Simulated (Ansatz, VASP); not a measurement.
# One calculation of Zr, two programs

```
Zr
1.0
     4.98414    0.00000    0.00000
    -2.49207    4.31639    0.00000
     0.00000    0.00000    5.38754
Zr
4
Direct
  0.33333 0.66667 0.00003
  0.66667 0.33333 0.50003
  0.33333 0.66667 0.49997
  0.66667 0.33333 0.99997
```

Alike in both runs: functional LDA; k mesh 12 × 12 × 8; occupations gaussian, width 0.1 eV; no spin polarisation.

Ansatz relaxed the structure, and its values are those at the end. VASP's run is a single point on that final structure, the one shown.

|  | VASP | Ansatz |
| --- | --- | --- |
| version | VASP 6.6.1 | Ansatz 0.2.0 |
| potentials or method | VASP PAW LDA potentials, release 64 (Zr_sv), cutoff 520 eV | scalar-relativistic, plane waves, PAW |
| valence electrons in the cell | 48 | 48 |

Ansatz gave:

| Quantity | Value |
| --- | --- |
| gap on the k mesh at the Fermi level (eV) | none |
| pressure (GPa) | -0.1 |

Question: Which values does VASP return?

Answer: gap on the k mesh at the Fermi level (eV): none; pressure (GPa): 0.0.

LDA's correlation is that of Perdew and Zunger in VASP and of Perdew and Wang (1992) in Ansatz. A gap of «none» marks a metal or a gap that the smearing closes.
